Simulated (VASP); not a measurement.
Input of a VASP 6.6.1 run:

INCAR

```
SYSTEM = La
ALGO = Normal
EDIFF = 1E-7
ENCUT = 520
GGA = PE
ISIF = 2
ISMEAR = -1
LASPH = .TRUE.
LCHARG = .FALSE.
LREAL = .FALSE.
LWAVE = .FALSE.
NBANDS = 18
NELM = 100
PREC = Accurate
SIGMA = 0.05
```

File KPOINTS:

```
k-points
0
G
  13 13 7
  0 0 0
```

The input POSCAR:

```
La
1.0
    3.4005118719      0.0000000000      0.0000000000
   -1.7002559359      2.9449296669      0.0000000000
    0.0000000000      0.0000000000      5.7146751919
La
2
Direct
    0.3333333333      0.6666666667      0.2500000000
    0.6666666667      0.3333333333      0.7500000000
```

Potentials or basis: VASP PAW PBE potentials, release 64 (La).

Launch:

```sh
$ cat potpaw_PBE.64/La/POTCAR > POTCAR
$ mpirun -np 1 vasp_std > vasp.out
```

(1) What does it give for the pressure?

(2) What does it give for the band gap on the k mesh?

## Answers

(1) 9.4 GPa.

(2) zero (band 11 reaches 11.59 eV, above the bottom of band 12 at 9.94 eV).

Caveat: spin-orbit coupling is left out, which moves the levels of the heavy elements.
